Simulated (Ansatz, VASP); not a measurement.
# Two plane-wave programs on Cd3Se2S

```xyz
12
Lattice="4.3197 0.0000 0.0000 -2.1599 3.7410 0.0000 0.0000 0.0000 21.1479" Properties=species:S:1:pos:R:3 pbc="T T T"
Cd    2.1599    1.2470    3.5301
Cd    2.1599    1.2470   10.4813
Cd    2.1599    1.2470   17.7250
Cd    0.0000    2.4940   21.0553
Cd    0.0000    2.4940    7.1510
Cd    0.0000    2.4940   14.1040
Se    2.1599    1.2470    6.2139
Se    2.1599    1.2470   13.1703
Se    0.0000    2.4940    2.5964
Se    0.0000    2.4940   16.7879
S     2.1599    1.2470   20.2960
S     0.0000    2.4940    9.7220
```

Alike in both runs: functional PBE; k mesh 6 × 6 × 2; occupations gaussian, width 0.02 eV; no spin polarisation.

Ansatz relaxed the structure, and its values are those at the end. VASP's run is a single point on that final structure, the one shown.

|  | VASP | Ansatz |
| --- | --- | --- |
| version | VASP 6.6.1 | Ansatz 0.2.0 |
| potentials or method | VASP PAW PBE potentials, release 64 (Cd, Se, S), cutoff 520 eV | scalar-relativistic, plane waves, PAW |
| valence electrons in the cell | 108 | 196 |

VASP gave:

- gap on the k mesh at the Fermi level (eV): 0.62
- least direct gap on the mesh (eV): 0.62
- pressure (GPa): 0.3

Q: What did Ansatz give for the same quantities?

A: gap on the k mesh at the Fermi level (eV): 0.62; least direct gap on the mesh (eV): 0.62; pressure (GPa): 0.0.

VASP's potentials hold 108 valence electrons a cell and Ansatz's 196, so a difference there can come from the potentials and not from the codes.
